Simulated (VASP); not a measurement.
# Sc (I4/mmm) in VASP: further runs

The runs below take Sc through single point, with LDA.

Everything below comes from runs of VASP 6.6.1. Logs are shortened: lines on timing, memory, paths and dates and some standing lists are left out, and cuts for length are marked.

### Step 1. The cell of the first run

Symmetry: I4/mmm, No. 139, tetragonal system. Conventional cell: a = 3.758 Å, b = 3.758 Å, c = 4.761 Å, α = 90.00°, β = 90.00°, γ = 90.00°. Within 4.8 Å of Sc (site symmetry 4/mmm) lie 14 Sc at 3.57 to 4.76 Å.

### Step 2. Single point, LDA

Input file INCAR:

```
PREC = Accurate ; ENCUT = 520
EDIFF = 1E-6 ; ISMEAR = 0
SIGMA = 0.05 ; LREAL = False
LASPH = True ; NELM = 60
ALGO = Normal ; ISIF = 2
LWAVE = False ; LCHARG = False
GGA = CA ; NBANDS = 12
```

Input file KPOINTS:

```
Automatic mesh
0
Gamma
  9 9 9
```

Input file POSCAR:

```
Sc
1.0
   -1.8790000000      1.8790000000      2.3805000000
    1.8790000000     -1.8790000000      2.3805000000
    1.8790000000      1.8790000000     -2.3805000000
Sc
1
Direct
    0.0000000000      0.0000000000      0.0000000000
```

Potentials or basis: VASP PAW LDA potentials, release 64 (Sc_sv).

Run with:

```console
cat potpaw_LDA.64/Sc_sv/POTCAR > POTCAR
mpirun -np 1 vasp_std > vasp.out
```

OUTCAR:

```text
PREC = Accurate
   ENCUT = 520
   EDIFF = 1E-6
   ISMEAR = 0
   LREAL = False
   LASPH = True
   NELM = 60
   ISIF = 2
   GGA = CA

 ion  position               nearest neighbor table
   1  0.000  0.000  0.000-

  LATTYP: Found a body centered tetragonal cell.
 ALAT       =     3.7580000000
 C/A-ratio  =     1.2668972858

  Lattice vectors:

 A1 = (  -1.8790000000,   1.8790000000,   2.3805000000)
 A2 = (   1.8790000000,  -1.8790000000,   2.3805000000)
 A3 = (   1.8790000000,   1.8790000000,  -2.3805000000)

Analysis of symmetry for initial positions (statically):
=====================================================================
 Subroutine PRICEL returns:
 Original cell was already a primitive cell.

 Routine SETGRP: Setting up the symmetry group for a
 body centered tetragonal supercell.

 Subroutine GETGRP returns: Found 16 space group operations
 (whereof 16 operations were pure point group operations)
 out of a pool of 16 trial point group operations.

The static configuration has the point symmetry D_4h.

Analysis of symmetry for dynamics (positions and initial velocities):
=====================================================================
 Subroutine PRICEL returns:
 Original cell was already a primitive cell.

 Routine SETGRP: Setting up the symmetry group for a
 body centered tetragonal supercell.

 Subroutine GETGRP returns: Found 16 space group operations
 (whereof 16 operations were pure point group operations)
 out of a pool of 16 trial point group operations.

The dynamic configuration has the point symmetry D_4h.

 Subroutine INISYM returns: Found 16 space group operations
 (whereof 16 operations are pure point group operations),
 and found     1 'primitive' translations

----------------------------------------------------------------------------------------

                                     Primitive cell

  volume of cell :      33.6188

  direct lattice vectors                    reciprocal lattice vectors
    -1.879000000  1.879000000  2.380500000     0.000000000  0.266098989  0.210039908
     1.879000000 -1.879000000  2.380500000     0.266098989  0.000000000  0.210039908
     1.879000000  1.879000000 -2.380500000     0.266098989  0.266098989  0.000000000

  length of vectors
     3.567640992  3.567640992  3.567640992     0.339006541  0.339006541  0.376320799

  position of ions in fractional coordinates (direct lattice)
     0.000000000  0.000000000  0.000000000

  ion indices of the primitive-cell ions
   primitive index   ion index
                 1           1

----------------------------------------------------------------------------------------

 KPOINTS: Automatic mesh

Automatic generation of k-mesh.
 Grid dimensions read from file:
 generate k-points for:    9    9    9

 Generating k-lattice:

  Cartesian coordinates                     Fractional coordinates (reciprocal lattice)
     0.000000000  0.029566554  0.023337768     0.111111111  0.000000000 -0.000000000
     0.029566554  0.000000000  0.023337768     0.000000000  0.111111111 -0.000000000
     0.029566554  0.029566554  0.000000000     0.000000000  0.000000000  0.111111111

  Length of vectors
     0.037667393  0.037667393  0.041813422

  Shift w.r.t. Gamma in fractional coordinates (k-lattice)
     0.000000000  0.000000000  0.000000000

 Subroutine IBZKPT returns following result:
 ===========================================

 Found     75 irreducible k-points:

 Following reciprocal coordinates:
            Coordinates               Weight
  0.000000  0.000000  0.000000      1.000000
  0.111111  0.000000  0.000000      8.000000
  0.222222  0.000000  0.000000      8.000000
  0.333333  0.000000 -0.000000      8.000000
  0.444444  0.000000  0.000000      8.000000
  0.111111  0.111111  0.000000      8.000000
[... 16 lines left out ...]
 -0.333333  0.333333  0.000000      4.000000
  0.444444  0.444444  0.000000      8.000000
 [... further k-points ...]
   k-points           NKPTS =     75   k-points in BZ     NKDIM =     75   number of bands    NBANDS=     12
   number of dos      NEDOS =    301   number of ions     NIONS =      1
   total plane-waves  NPLWV =  21952
   dimension x,y,z NGX =    28 NGY =   28 NGZ =   28
   dimension x,y,z NGXF=    56 NGYF=   56 NGZF=   56
   ions per type =               1
   NGX,Y,Z   is equivalent  to a cutoff of  13.05, 13.05, 13.05 a.u.
   NGXF,Y,Z  is equivalent  to a cutoff of  26.10, 26.10, 26.10 a.u.
 SYSTEM =  unknown system
   PREC   = accura    normal or accurate (medium, high low for compatibility)
   ISTART =      0    job   : 0-new  1-cont  2-samecut
   ICHARG =      2    charge: 1-file 2-atom 10-const
   ISPIN  =      1    spin polarized calculation?
   LNONCOLLINEAR =      F non collinear calculations
   LSORBIT =      F    spin-orbit coupling
   LASPH  =      T    aspherical Exc in radial PAW
   ENCUT  =  520.0 eV  38.22 Ry    6.18 a.u.   6.63  6.63  6.63*2*pi/ulx,y,z
   NELM   =     60;   NELMIN=  2; NELMDL= -5     # of ELM steps
   EDIFF  = 0.1E-05   stopping-criterion for ELM
   LREAL  =      F    real-space projection
   EDIFFG = 0.1E-04   stopping-criterion for IOM
   NSW    =      0    number of steps for IOM
   IBRION =     -1    ionic relax: 0-MD 1-quasi-New 2-CG
   NFREE  =      0    steps in history (QN), initial steepest desc. (CG)
   ISIF   =      2    stress and relaxation
   ISYM   =      2    0-nonsym 1-usesym 2-fastsym
   POTIM  = 0.5000    time-step for ionic-motion
   TEBEG  =    0.0;   TEEND  =   0.0 temperature during run
   PSTRESS=    0.0 pullay stress
   NELECT =      11.0000    total number of electrons
   NUPDOWN=      -1.0000    fix difference up-down
   EMIN   =  10.00;   EMAX   =-10.00  energy-range for DOS
   EFERMI =   0.00;   METHOD = LEGACY
   ISMEAR =     0;   SIGMA  =   0.05  broadening in eV -4-tet -1-fermi 0-gaus
   EFERMI_NEDOS =   21; number of points for ismear=-14 and -15
   IALGO  =     38    algorithm
   IMIX   =      4    mixing-type and parameters
     AMIX     =   0.40;   BMIX     =  1.00
     AMIX_MAG =   1.60;   BMIX_MAG =  1.00
  volume/ion in A,a.u.               =      33.62       226.87
  Fermi-wavevector in a.u.,A,eV,Ry     =   1.128094  2.131788 17.314709  1.272595
  Thomas-Fermi vector in A             =   2.264782
   LORBIT       =      0    0 simple, 1 ext, 2 COOP (PROOUT), +10 PAW based schemes
   GGA     = CA    functional components
   LHFCALC =     F    Hartree Fock is set to
   AEXX    =    0.0000 exact exchange contribution
   IVDW    =     0    specifies the selected vdW correction
   LEPSILON=     F    determine dielectric tensor
   LRPA    =     F    only Hartree local field effects (RPA)
 non-spin polarized calculation
 Gauss-broadening in eV      SIGMA  =   0.05
  energy-cutoff  :      520.00
  volume of cell :       33.62
 maximum number of plane-waves:       918
   NGX = 13   NGY = 13   NGZ = 13

 number of electron      10.9999998 magnetization

 Free energy of the ion-electron system (eV)
  ---------------------------------------------------
  ext. energy  EPLUGINS =         0.00000000
  ---------------------------------------------------
  free energy    TOTEN  =        -6.10593365 eV

  energy without entropy =       -6.10162510  energy(sigma->0) =       -6.10377938

 E-fermi :   1.8996     XC(G=0):  -8.9387

 val. band max:        1.8758359421   @ k =  -0.4444  -0.4444   0.1111
 cond. band min:       1.9000443466   @ k =  -0.3333   0.3333   0.0000
 fundamental gap:      0.0242084045
 Fermi energy:         1.8995584667

 k-point     1 :       0.0000    0.0000    0.0000
  band No.  band energies     occupation
      1     -47.7435      2.00000
      2     -26.5977      2.00000
      3     -26.5977      2.00000
      4     -26.5933      2.00000
      5      -2.5734      2.00000
      6       2.8597      0.00000
      7       2.8597      0.00000
      8       3.3052      0.00000
      9       3.5751      0.00000
     10       4.0596      0.00000
     11      13.0761      0.00000
     12      14.7960      0.00000

 k-point     2 :       0.1111    0.0000    0.0000
  band No.  band energies     occupation
      1     -47.7417      2.00000
      2     -26.6121      2.00000
      3     -26.6012      2.00000
      4     -26.5958      2.00000
      5      -2.3329      2.00000
      6       2.7974      0.00000
      7       2.9195      0.00000
      8       3.3003      0.00000
      9       3.5692      0.00000
     10       4.0032      0.00000
     11      12.6888      0.00000
     12      13.6598      0.00000

 k-point     3 :       0.2222    0.0000    0.0000
  band No.  band energies     occupation
      1     -47.7370      2.00000
      2     -26.6522      2.00000
      3     -26.6101      2.00000
      4     -26.5984      2.00000
      5      -1.6462      2.00000
      6       2.5344      0.00000
      7       2.9260      0.00000
      8       3.3513      0.00000
      9       3.7363      0.00000
     10       3.9525      0.00000
     11      10.3542      0.00000
     12      13.2525      0.00000
[... 286 lines left out ...]
 k-point    23 :      -0.3333    0.3333    0.0000
  band No.  band energies     occupation
      1     -47.7296      2.00000
      2     -26.6930      2.00000
      3     -26.6348      2.00000
      4     -26.6177      2.00000
      5      -0.2508      2.00000
      6       1.9000      0.98904
      7       2.6248      0.00000
      8       4.0277      0.00000
      9       4.0655      0.00000
     10       4.2624      0.00000
     11       9.6837      0.00000
     12      10.5467      0.00000

 k-point    24 :       0.4444    0.4444    0.0000
  band No.  band energies     occupation
      1     -47.7247      2.00000
      2     -26.7191      2.00000
      3     -26.6522      2.00000
      4     -26.6274      2.00000
      5       0.9098      2.00000
      6       1.6682      2.00000
      7       2.5803      0.00000
      8       4.2518      0.00000
      9       4.4689      0.00000
     10       4.9641      0.00000
     11       7.1146      0.00000
     12       8.5867      0.00000

 [... further k-points ...]
[... 5 lines left out ...]
  --------------------------------------------------------------------------------------
  -------------------------------------------------------------------------------------
  Total       -2.6583700     -2.6583700     -2.2549561      0.0000000      0.0000000      0.0000000
  in kB     -126.6905632   -126.6905632   -107.4649742      0.0000000      0.0000000      0.0000000
  external PRESSURE =    -120.2820335 kB  Pullay stress =       0.0000000 kB

 VOLUME and BASIS-vectors are now :
 -----------------------------------------------------------------------------
  energy-cutoff  :      520.00
  volume of cell :       33.62
      direct lattice vectors                 reciprocal lattice vectors
    -1.879000000  1.879000000  2.380500000     0.000000000  0.266098989  0.210039908
     1.879000000 -1.879000000  2.380500000     0.266098989  0.000000000  0.210039908
     1.879000000  1.879000000 -2.380500000     0.266098989  0.266098989  0.000000000

 POSITION                                       TOTAL-FORCE (eV/Angst)
 -----------------------------------------------------------------------------------
      0.00000      0.00000      0.00000         0.000000     -0.000000      0.000000
 -----------------------------------------------------------------------------------
    total drift:                                0.000000     -0.000000     -0.000000

  FREE ENERGIE OF THE ION-ELECTRON SYSTEM (eV)
  ---------------------------------------------------
  free  energy   TOTEN  =        -6.1059336497 eV

  energy  without entropy=       -6.1016251020  energy(sigma->0) =       -6.10377938
```

It took 56 s on 1 thread of Intel Xeon 8259CL, shared host; peak memory 0.16 GiB.

Results:

- Free energy: -6.1059 eV
- Pressure: -12.0 GPa
- Band gap on the k mesh: zero (an odd number of electrons rules out a gap without spin polarisation)

Stress tensor (GPa, compression positive):
```
-12.67   0.00   0.00
  0.00 -12.67   0.00
  0.00   0.00 -10.75
```

Caveat: the cell stands under tension.

### Step 3. Single point, LDA

Input file INCAR:

```
SYSTEM = Sc
  PREC = Accurate
  ENCUT = 520
  EDIFF = 1E-6
  ISMEAR = 0
  SIGMA = 0.05
  LREAL = .FALSE.
  LASPH = .TRUE.
  NELM = 80
  ALGO = Normal
  ISIF = 2
  LWAVE = .FALSE.
  LCHARG = .FALSE.
  GGA = CA
  NBANDS = 12
```

Input file KPOINTS:

```
regular mesh
0
G
  9 9 9
  0 0 0
```

POSCAR is that of step 2.

Potentials or basis: VASP PAW LDA potentials, release 64 (Sc_sv).

Run with:

```console
cat potpaw_LDA.64/Sc_sv/POTCAR > POTCAR
mpirun -np 1 vasp_std > vasp.out
```

Run time: 56 s. Hardware: 1 thread of Intel Xeon 8259CL, shared host; peak memory 0.16 GiB.

The run converged. Its results:

```yaml
Free_energy: -6.1059 eV
Pressure: -12.0 GPa
Band_gap_on_the_k_mesh: zero (an odd number of electrons rules out a gap without spin polarisation)
```

Stress tensor (GPa, compression positive):
```
-12.67   0.00   0.00
  0.00 -12.67   0.00
  0.00   0.00 -10.75
```

Levels at points of the mesh, in eV from the Fermi level:
```tsv
k point	band 2	band 3	band 4	band 5	band 6	band 7	band 8	band 9
(0.00, 0.00, 0.00)	-28.50	-28.50	-28.49	-4.47	0.96	0.96	1.41	1.68
```

Caveat: the cell stands under tension.

The gap in the log of VASP goes by the Fermi energy; the results here count the filled bands.